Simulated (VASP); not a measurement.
SnP4: relaxation of cell and atoms with PBE

Crystal: SnP4.

```xyz
5
Lattice="3.2918 0.0000 0.0000 -1.6459 2.8508 0.0000 0.0000 0.0000 11.9223" Properties=species:S:1:pos:R:3 pbc="T T T"
Sn    0.0000    0.0000    0.0000
P     0.0000    1.9005    2.6705
P     1.6459    0.9503    3.9153
P     1.6459    0.9503    9.2518
P     0.0000    1.9005    8.0071
```

```json
{
  "Program": "VASP 6.6.1",
  "Task": "relaxation of cell and atoms",
  "Functional": "PBE",
  "Potentials or basis": "VASP PAW PBE potentials, release 64 (Sn_d, P)",
  "Cutoff": "600 eV",
  "k mesh": "12 × 12 × 4",
  "Occupations": "gaussian, width 0.1 eV",
  "Spin": "no spin polarisation",
  "Dipole correction": "no",
  "Further INCAR settings": "ALGO = Normal; EDIFF = 1e-06; IBRION = 2; EDIFFG = -0.01; NSW = 100; ISIF = 3"
}
```

```
Relaxed volume                        : 22.33 Å³/atom
Relaxed cell                          : a = 3.289 Å, b = 3.289 Å, c = 11.914 Å, α = 90.00°, β = 90.00°, γ = 120.00°
Space group after relaxing (to 0.1 Å) : P-3m1 (No. 164)
Energy gained by relaxing             : 0.1 meV/atom
Ionic steps                           : 3
Pressure after relaxing               : 0.0 GPa
Largest force after relaxing          : 0.006 eV/Å
Band gap on the k mesh                : zero (bands 17 and 18 overlap by 3.08 eV)
```

Forces in eV/Å, atoms in the order of the input:
```
Sn   0.000  0.000  0.000
P    0.000  0.000  0.006
P    0.000  0.000  0.001
P    0.000  0.000 -0.006
P    0.000  0.000 -0.001
```

Stress tensor (GPa, compression positive):
```
0.00 0.00 0.00
0.00 0.00 0.00
0.00 0.00 0.07
```

Step by step:
```csv
step,energy change (eV),largest force (eV/Å),pressure (GPa),volume (Å³)
1,0.0000,0.0696,-0.22,111.88
2,0.0000,0.0653,0.24,111.39
3,-0.0004,0.0062,0.02,111.63
```

Final structure:
```
Sn P
1.0
     3.28925    0.00000    0.00000
    -1.64463    2.84858    0.00000
     0.00000    0.00000   11.91370
Sn P
1 4
Cartesian
  -1.6446 2.8486 11.9137
  0.0000 1.8991 2.6703
  1.6446 0.9495 3.9108
  1.6446 0.9495 9.2434
  0.0000 1.8991 8.0029
```

Levels at points of the mesh, in eV from the Fermi level:
```csv
k point,band 15,band 16,band 17,band 18,band 19,band 20
"(0.00, 0.00, 0.00)",-1.66,-1.66,2.03,2.26,2.28,2.28
"(0.50, 0.00, 0.00)",-3.63,-2.59,-2.56,-0.01,0.50,1.76
"(0.00, 0.00, 0.50)",-1.65,-0.90,1.57,2.28,2.28,2.29
"(0.50, 0.00, 0.50)",-3.64,-2.53,-2.48,-0.06,0.56,1.36
```

Wall time 3.6 min on 1 thread of Intel(R) Xeon(R) 6975P-C (Granite Rapids) (shared host), peak memory 0.38 GiB.

Caveat: spin-orbit coupling is left out, which moves the levels of the heavy elements; this functional lacks dispersion, which binds layers or chains, so the pressure and a relaxed spacing across them are unreliable.
